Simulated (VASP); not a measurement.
Set up this calculation in VASP 6.6.1, as the native input.

```yaml
Task: relaxation of cell and atoms
Functional: r2SCAN
Potentials_or_basis: VASP PAW PBE potentials, release 64 (Sc_sv)
Cutoff: 600 eV
k_mesh: 9 × 9 × 5
Occupations: gaussian, width 0.1 eV
Spin: no spin polarisation
Target_pressure: 20 GPa
Dipole_correction: no
Further_INCAR_settings: ALGO = Normal; EDIFF = 1e-06; IBRION = 2; EDIFFG = -0.01; NSW = 60; ISIF = 3
```

Crystal: Sc.

```
Sc
1.0
     3.28000    0.00000    0.00000
    -1.64000    2.84056    0.00000
     0.00000    0.00000    5.35624
Sc
2
Cartesian
  0.0000 1.8937 1.3391
  1.6400 0.9469 4.0172
```

The input as run:

POSCAR

```
Sc
1.0
    3.2800000000      0.0000000000      0.0000000000
   -1.6400000000      2.8405633244      0.0000000000
    0.0000000000      0.0000000000      5.3562400000
Sc
2
Direct
    0.3333333333      0.6666666667      0.2500000000
    0.6666666667      0.3333333333      0.7500000000
```

INCAR.step1

```
PREC = Accurate ; ENCUT = 600
ISMEAR = 0 ; SIGMA = 0.1
LREAL = False ; LASPH = True
NELM = 100 ; GGA = PE
ALGO = Normal ; EDIFF = 1E-4
LWAVE = True ; LCHARG = False
```

INCAR.step2

```
PREC = Accurate ; ENCUT = 600
EDIFF = 1E-6 ; ISMEAR = 0
SIGMA = 0.1 ; LREAL = False
LASPH = True ; NELM = 100
ALGO = Normal ; ISIF = 3
LWAVE = False ; LCHARG = False
METAGGA = R2SCAN ; LMIXTAU = True
IBRION = 2 ; NSW = 60
EDIFFG = -0.01 ; PSTRESS = 200.0
ISTART = 1
```

KPOINTS

```
regular mesh
0
Gamma
  9 9 5
```

Potentials or basis: VASP PAW PBE potentials, release 64 (Sc_sv).

Command:

```console
$ cat potpaw_PBE.64/Sc_sv/POTCAR > POTCAR
$ cp INCAR.step1 INCAR
$ mpirun -np 1 vasp_std > vasp.out
$ cp INCAR.step2 INCAR
$ mpirun -np 1 vasp_std > vasp.out
```

It gave:

| Property | Result |
| --- | --- |
| Relaxed volume | 19.55 Å³/atom |
| Relaxed cell | a = 3.089 Å, b = 3.089 Å, c = 4.734 Å, α = 90.00°, β = 90.00°, γ = 120.00° |
| Space group after relaxing (to 0.05 Å) | P6_3/mmc (No. 194) |
| Energy change on relaxing (the enthalpy is what falls) | +280.6 meV/atom |
| Ionic steps | 10 |
| Pressure after relaxing | 20.0 GPa |
| Band gap on the k mesh | zero (band 11 reaches 6.61 eV, above the bottom of band 12 at 4.42 eV) |

Caveat: the cell is relaxed towards a set pressure, so the enthalpy falls and the energy may rise; the volume moved by over 15 % at a fixed basis, so the end points are rough; the PAW data sets were made with another functional, which shifts forces and pressure a little.

Wall time 11 min on 1 thread of Intel Xeon 6975P-C (shared host), peak memory 0.22 GiB.
